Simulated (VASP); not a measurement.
# MgS in VASP: further runs

MgS is run at these levels: PBE; tasks: single point.

Everything below comes from runs of VASP 6.6.1. Logs are shortened: lines on timing, memory, paths and dates and some standing lists are left out, and cuts for length are marked.

### Step 1. The cell of the first run

It takes space group F-43m (No. 216, cubic). Conventional cell: a = 5.697 Å, b = 5.697 Å, c = 5.697 Å, α = 90.00°, β = 90.00°, γ = 90.00°. Mg (site symmetry -43m) has 4 S at 2.47 Å within 3.3 Å. Within 3.3 Å of S (site symmetry -43m) lie 4 Mg at 2.47 Å.

### Step 2. Single point, PBE

Contents of INCAR:

```
  ALGO = Normal
  EDIFF = 1E-6
  ENCUT = 520
  GGA = PE
  ISIF = 2
  ISMEAR = 0
  LASPH = T
  LCHARG = T
  LELF = T
  LREAL = F
  LVHAR = T
  LWAVE = F
  NBANDS = 16
  NELM = 80
  PREC = Accurate
  SIGMA = 0.02
```

Contents of KPOINTS:

```
k-points
0
Gamma
  6 6 4
```

Contents of POSCAR:

```
MgS
1.0
    2.8486069961      2.8486069961      0.0000000000
   -2.8486069961      2.8486069961      0.0000000000
    0.0000000000      0.0000000000      5.6972139921
Mg S
2 2
Direct
    0.0000000000      0.0000000000      0.0000000000
    0.5000000000      0.5000000000      0.5000000000
    0.5000000000      0.0000000000      0.2500000000
    0.0000000000      0.5000000000      0.7500000000
```

Potentials or basis: VASP PAW PBE potentials, release 64 (Mg, S).

Command:

```bash
$ cat potpaw_PBE.64/Mg/POTCAR potpaw_PBE.64/S/POTCAR > POTCAR
$ mpirun -np 1 vasp_std > vasp.out
```

OUTCAR:

```text
EDIFF = 1E-6
   ENCUT = 520
   GGA = PE
   ISIF = 2
   ISMEAR = 0
   LASPH = T
   LREAL = F
   NELM = 80
   PREC = Accurate

 ion  position               nearest neighbor table
   1  0.000  0.000  0.000-   3 2.47   4 2.47   4 2.47   3 2.47
   2  0.500  0.500  0.500-   3 2.47   4 2.47   3 2.47   4 2.47
   3  0.500  0.000  0.250-   1 2.47   2 2.47   2 2.47   1 2.47
   4  0.000  0.500  0.750-   1 2.47   2 2.47   1 2.47   2 2.47

  LATTYP: Found a simple tetragonal cell.
 ALAT       =     4.0285386478
 C/A-ratio  =     1.4142135623

  Lattice vectors:

 A1 = (   2.8486069961,   2.8486069961,   0.0000000000)
 A2 = (  -2.8486069961,   2.8486069961,   0.0000000000)
 A3 = (   0.0000000000,   0.0000000000,   5.6972139921)

Analysis of symmetry for initial positions (statically):
=====================================================================
 Subroutine PRICEL returns following result:

  LATTYP: Found a face centered cubic cell.
 ALAT       =     5.6972139922

  Lattice vectors:

 A1 = (   0.0000000000,  -2.8486069961,  -2.8486069961)
 A2 = (   2.8486069961,   0.0000000000,  -2.8486069961)
 A3 = (   2.8486069961,  -2.8486069961,  -0.0000000000)

   2 primitive cells build up your supercell.

 Routine SETGRP: Setting up the symmetry group for a
 simple tetragonal supercell.

 Subroutine GETGRP returns: Found  8 space group operations
 (whereof  8 operations were pure point group operations)
 out of a pool of 16 trial point group operations.

The static configuration has the point symmetry D_2d.

Analysis of symmetry for dynamics (positions and initial velocities):
=====================================================================
 Subroutine PRICEL returns following result:

  LATTYP: Found a face centered cubic cell.
 ALAT       =     5.6972139922

  Lattice vectors:

 A1 = (   0.0000000000,  -2.8486069961,  -2.8486069961)
 A2 = (   2.8486069961,   0.0000000000,  -2.8486069961)
 A3 = (   2.8486069961,  -2.8486069961,  -0.0000000000)

   2 primitive cells build up your supercell.

 Routine SETGRP: Setting up the symmetry group for a
 simple tetragonal supercell.

 Subroutine GETGRP returns: Found  8 space group operations
[... 100 lines left out ...]
   LASPH  =      T    aspherical Exc in radial PAW
   ENCUT  =  520.0 eV  38.22 Ry    6.18 a.u.   7.49  7.49 10.59*2*pi/ulx,y,z
   NELM   =     80;   NELMIN=  2; NELMDL= -5     # of ELM steps
   EDIFF  = 0.1E-05   stopping-criterion for ELM
   LREAL  =      F    real-space projection
   EDIFFG = 0.1E-04   stopping-criterion for IOM
   NSW    =      0    number of steps for IOM
   IBRION =     -1    ionic relax: 0-MD 1-quasi-New 2-CG
   NFREE  =      0    steps in history (QN), initial steepest desc. (CG)
   ISIF   =      2    stress and relaxation
   ISYM   =      2    0-nonsym 1-usesym 2-fastsym
   POTIM  = 0.5000    time-step for ionic-motion
   TEBEG  =    0.0;   TEEND  =   0.0 temperature during run
   PSTRESS=    0.0 pullay stress
   NELECT =      16.0000    total number of electrons
   NUPDOWN=      -1.0000    fix difference up-down
   EMIN   =  10.00;   EMAX   =-10.00  energy-range for DOS
   EFERMI =   0.00;   METHOD = LEGACY
   ISMEAR =     0;   SIGMA  =   0.02  broadening in eV -4-tet -1-fermi 0-gaus
   EFERMI_NEDOS =   21; number of points for ismear=-14 and -15
   IALGO  =     38    algorithm
   IMIX   =      4    mixing-type and parameters
     AMIX     =   0.40;   BMIX     =  1.00
     AMIX_MAG =   1.60;   BMIX_MAG =  1.00
  volume/ion in A,a.u.               =      23.12       155.99
  Fermi-wavevector in a.u.,A,eV,Ry     =   0.912282  1.723962 11.323556  0.832258
  Thomas-Fermi vector in A             =   2.036659
   LORBIT       =      0    0 simple, 1 ext, 2 COOP (PROOUT), +10 PAW based schemes
   GGA     = PE    functional components
   LHFCALC =     F    Hartree Fock is set to
   AEXX    =    0.0000 exact exchange contribution
   IVDW    =     0    specifies the selected vdW correction
   LEPSILON=     F    determine dielectric tensor
   LRPA    =     F    only Hartree local field effects (RPA)
 non-spin polarized calculation
 Gauss-broadening in eV      SIGMA  =   0.02
  energy-cutoff  :      520.00
  volume of cell :       92.46
 maximum number of plane-waves:      2513
 NGX is ok and might be reduce to    30
   NGX = 15   NGY = 15   NGZ = 21

 number of electron      15.9999995 magnetization

 Free energy of the ion-electron system (eV)
  ---------------------------------------------------
  ext. energy  EPLUGINS =         0.00000000
  ---------------------------------------------------
  free energy    TOTEN  =       -16.94538734 eV

  energy without entropy =      -16.94538734  energy(sigma->0) =      -16.94538734

 E-fermi :   1.0846     XC(G=0):  -8.3183

 val. band max:        0.9479625508   @ k =   0.0000   0.0000   0.0000
 cond. band min:       4.3134042968   @ k =   0.0000   0.0000   0.0000
 fundamental gap:      3.3654417460
 Fermi energy:         1.0845591190

 k-point     1 :       0.0000    0.0000    0.0000
  band No.  band energies     occupation
      1     -10.2586      2.00000
      2      -9.3949      2.00000
      3      -1.8098      2.00000
      4      -0.0607      2.00000
      5      -0.0607      2.00000
      6       0.9479      2.00000
[... 433 lines left out ...]
      3      -2.1153      2.00000
      4      -2.1153      2.00000
      5       0.6274      2.00000
      6       0.6274      2.00000
[... 8 lines left out ...]
     15       9.4638      0.00000
     16       9.4638      0.00000

 [... further k-points ...]

------------------------ aborting loop because EDIFF is reached ----------------------------------------

  FORCE on cell =-STRESS in cart. coord.  units (eV):
  Direction    XX          YY          ZZ          XY          YZ          ZX
  --------------------------------------------------------------------------------------
  -------------------------------------------------------------------------------------
  Total       -0.0810629     -0.0810629     -0.0844556      0.0000000      0.0000000      0.0000000
  in kB       -1.4046731     -1.4046731     -1.4634622      0.0000000      0.0000000      0.0000000
  external PRESSURE =      -1.4242695 kB  Pullay stress =       0.0000000 kB

 VOLUME and BASIS-vectors are now :
 -----------------------------------------------------------------------------
  energy-cutoff  :      520.00
  volume of cell :       92.46
      direct lattice vectors                 reciprocal lattice vectors
     2.848606996  2.848606996  0.000000000     0.175524388  0.175524388  0.000000000
    -2.848606996  2.848606996  0.000000000    -0.175524388  0.175524388  0.000000000
     0.000000000  0.000000000  5.697213992     0.000000000  0.000000000  0.175524388

 POSITION                                       TOTAL-FORCE (eV/Angst)
 -----------------------------------------------------------------------------------
      0.00000      0.00000      0.00000         0.000000      0.000000      0.000000
      0.00000      2.84861      2.84861        -0.000000     -0.000000      0.000000
      1.42430      1.42430      1.42430         0.000000      0.000000      0.000000
     -1.42430      1.42430      4.27291        -0.000000     -0.000000     -0.000000
 -----------------------------------------------------------------------------------
    total drift:                                0.000000     -0.000000     -0.000000

  FREE ENERGIE OF THE ION-ELECTRON SYSTEM (eV)
  ---------------------------------------------------
  free  energy   TOTEN  =       -16.9453873383 eV

  energy  without entropy=      -16.9453873383  energy(sigma->0) =      -16.94538734
```

OSZICAR:

```text
N       E                     dE             d eps       ncg     rms          rms(c)
DAV:   1     0.606399217739E+02    0.60640E+02   -0.60801E+03   968   0.802E+02
DAV:   2    -0.122545568793E+02   -0.72894E+02   -0.66628E+02  1392   0.135E+02
DAV:   3    -0.179209575026E+02   -0.56664E+01   -0.56478E+01  1304   0.409E+01
DAV:   4    -0.179866125866E+02   -0.65655E-01   -0.65647E-01  1176   0.544E+00
DAV:   5    -0.179878237518E+02   -0.12112E-02   -0.12111E-02  1304   0.744E-01    0.566E+00
DAV:   6    -0.169980302767E+02    0.98979E+00   -0.15369E+00   992   0.568E+00    0.435E+00
DAV:   7    -0.169303706026E+02    0.67660E-01   -0.37623E-01  1064   0.285E+00    0.325E+00
DAV:   8    -0.169474106878E+02   -0.17040E-01   -0.38640E-02  1048   0.135E+00    0.208E+00
DAV:   9    -0.169448993279E+02    0.25114E-02   -0.41019E-03  1096   0.437E-01    0.530E-01
DAV:  10    -0.169453567796E+02   -0.45745E-03   -0.19748E-03  1208   0.200E-01    0.115E-01
DAV:  11    -0.169453806999E+02   -0.23920E-04   -0.16060E-04  1080   0.668E-02    0.687E-02
DAV:  12    -0.169453865806E+02   -0.58807E-05   -0.23335E-05  1088   0.251E-02    0.782E-03
DAV:  13    -0.169453873383E+02   -0.75769E-06   -0.70254E-07  1048   0.463E-03
   1 F= -.16945387E+02 E0= -.16945387E+02  d E =-.128980E-23
```

stdout:

```text
POSCAR found type information on POSCAR MgS
 POSCAR found :  2 types and       4 ions
 scaLAPACK will be used
 LDA part: xc-table for (Slater+PW92), standard interpolation
 POSCAR, INCAR and KPOINTS ok, starting setup
 FFT: planning ... GRIDC
 FFT: planning ... GRID_SOFT
 FFT: planning ... GRID
 WAVECAR not read
 entering main loop
```

Wall time 47 s (1 thread of Intel Xeon 8259CL, shared host); peak memory 0.2 GiB.

What came out:

| Quantity | Value |
| --- | --- |
| Free energy | -16.9454 eV |
| Pressure | -0.1 GPa |
| Band gap on the k mesh | 3.37 eV |

### Step 3. Single point, PBE

Contents of INCAR:

```
SYSTEM = MgS
PREC = Accurate
ENCUT = 520
EDIFF = 1E-6
ISMEAR = 0
SIGMA = 0.02
LREAL = .FALSE.
LASPH = .TRUE.
NELM = 100
ALGO = Normal
ISIF = 2
LWAVE = .FALSE.
LCHARG = .FALSE.
GGA = PE
NBANDS = 16
```

Contents of KPOINTS:

```
regular mesh
0
G
  6 6 4
  0 0 0
```

POSCAR is that of step 2.

Potentials or basis: VASP PAW PBE potentials, release 64 (Mg, S).

Command:

```bash
$ cat potpaw_PBE.64/Mg/POTCAR potpaw_PBE.64/S/POTCAR > POTCAR
$ mpirun -np 1 vasp_std > vasp.out
```

OUTCAR:

```text
SYSTEM = MgS
   PREC = Accurate
   ENCUT = 520
   EDIFF = 1E-6
   ISMEAR = 0
   LREAL = .FALSE.
   LASPH = .TRUE.
   NELM = 100
   ISIF = 2
   GGA = PE

 ion  position               nearest neighbor table
   1  0.000  0.000  0.000-   3 2.47   4 2.47   4 2.47   3 2.47
   2  0.500  0.500  0.500-   3 2.47   4 2.47   3 2.47   4 2.47
   3  0.500  0.000  0.250-   1 2.47   2 2.47   2 2.47   1 2.47
   4  0.000  0.500  0.750-   1 2.47   2 2.47   1 2.47   2 2.47

  LATTYP: Found a simple tetragonal cell.
 ALAT       =     4.0285386478
 C/A-ratio  =     1.4142135623
[... 671 lines left out ...]
  --------------------------------------------------------------------------------------
  -------------------------------------------------------------------------------------
  Total       -0.0810629     -0.0810629     -0.0844556      0.0000000      0.0000000      0.0000000
  in kB       -1.4046731     -1.4046731     -1.4634622      0.0000000      0.0000000      0.0000000
  external PRESSURE =      -1.4242695 kB  Pullay stress =       0.0000000 kB

 VOLUME and BASIS-vectors are now :
 -----------------------------------------------------------------------------
  energy-cutoff  :      520.00
  volume of cell :       92.46
      direct lattice vectors                 reciprocal lattice vectors
     2.848606996  2.848606996  0.000000000     0.175524388  0.175524388  0.000000000
    -2.848606996  2.848606996  0.000000000    -0.175524388  0.175524388  0.000000000
     0.000000000  0.000000000  5.697213992     0.000000000  0.000000000  0.175524388

 POSITION                                       TOTAL-FORCE (eV/Angst)
 -----------------------------------------------------------------------------------
      0.00000      0.00000      0.00000         0.000000      0.000000      0.000000
      0.00000      2.84861      2.84861        -0.000000     -0.000000      0.000000
      1.42430      1.42430      1.42430         0.000000      0.000000      0.000000
     -1.42430      1.42430      4.27291        -0.000000     -0.000000     -0.000000
 -----------------------------------------------------------------------------------
    total drift:                                0.000000     -0.000000     -0.000000

  FREE ENERGIE OF THE ION-ELECTRON SYSTEM (eV)
  ---------------------------------------------------
  free  energy   TOTEN  =       -16.9453873383 eV

  energy  without entropy=      -16.9453873383  energy(sigma->0) =      -16.94538734
```

stdout:

```text
POSCAR found type information on POSCAR MgS
 POSCAR found :  2 types and       4 ions
 scaLAPACK will be used
 LDA part: xc-table for (Slater+PW92), standard interpolation
 POSCAR, INCAR and KPOINTS ok, starting setup
 FFT: planning ... GRIDC
 FFT: planning ... GRID_SOFT
 FFT: planning ... GRID
 WAVECAR not read
 entering main loop
```

Wall time 54 s (1 thread of Intel Xeon 8259CL, shared host); peak memory 0.2 GiB.

Results:

```yaml
Free_energy: -16.9454 eV
Pressure: -0.1 GPa
Band_gap_on_the_k_mesh: 3.37 eV
```

### Step 4. Single point, PBE (shear of c along a, cell held: +1.5 %, then relaxed in part)

Contents of INCAR:

```
SYSTEM = MgS
PREC = Accurate
ENCUT = 520
EDIFF = 1E-7
ISMEAR = 0
SIGMA = 0.02
LREAL = .False.
LASPH = .True.
NELM = 100
ALGO = Normal
ISIF = 2
LWAVE = .False.
LCHARG = .True.
GGA = PE
LELF = .True.
LVHAR = .True.
NBANDS = 16
```

Contents of KPOINTS:

```
Automatic mesh
0
Gamma
  6 6 4
  0 0 0
```

Contents of POSCAR:

```
MgS
1.0
    2.8486069961      2.8486069961      0.0000000000
   -2.8486069961      2.8486069961      0.0000000000
    0.0604280797      0.0604280797      5.6972139921
Mg S
2 2
Direct
    0.0019466494      0.0000000000     -0.0000262252
    0.5019466494      0.5000000000      0.4999737748
    0.4980533506      0.0000000000      0.2500262252
   -0.0019466494      0.5000000000      0.7500262252
```

Command:

```bash
$ cat potpaw_PBE.64/Mg/POTCAR potpaw_PBE.64/S/POTCAR > POTCAR
$ mpirun -np 1 vasp_std > vasp.out
```

Wall time 92 s (1 thread of Intel Xeon 8259CL, shared host); peak memory 0.23 GiB.

It converged, with:

```yaml
Free_energy: -16.9435 eV
Pressure: -0.1 GPa
Band_gap_on_the_k_mesh: 3.32 eV
```

Stress tensor (GPa, compression positive):
```
-0.15 -0.01 -0.32
-0.01 -0.15 -0.32
-0.32 -0.32 -0.14
```

Levels at points of the mesh, in eV from the valence-band top:
| k point | band 5 | band 6 | band 7 | band 8 | band 9 | band 10 | band 11 | band 12 |
| --- | --- | --- | --- | --- | --- | --- | --- | --- |
| (0.00, 0.00, 0.00) | -1.05 | -0.08 | -0.04 | 0.00 | 3.32 | 3.86 | 5.58 | 7.76 |
| (0.50, 0.00, 0.00) | -1.40 | -1.40 | -0.38 | -0.38 | 6.28 | 6.28 | 6.71 | 6.71 |
| (0.00, 0.50, 0.00) | -1.40 | -1.40 | -0.38 | -0.38 | 6.29 | 6.29 | 6.71 | 6.71 |
| (0.50, 0.50, 0.00) | -1.09 | -1.09 | -1.01 | -1.01 | 3.85 | 3.85 | 5.58 | 5.58 |
| (0.00, 0.00, 0.50) | -0.60 | -0.60 | -0.60 | -0.60 | 5.07 | 5.07 | 6.42 | 6.42 |
| (0.50, 0.00, 0.50) | -0.41 | -0.38 | -0.34 | -0.32 | 4.96 | 5.05 | 7.48 | 7.54 |
| (0.00, 0.50, 0.50) | -0.38 | -0.38 | -0.34 | -0.34 | 5.00 | 5.00 | 7.52 | 7.52 |
| (0.50, 0.50, 0.50) | -1.82 | -1.82 | -1.33 | -1.33 | 5.48 | 5.48 | 7.75 | 7.75 |

Caveat: the cell differs from its parent crystal (shear of c along a, cell held: +1.5 %, then relaxed in part).
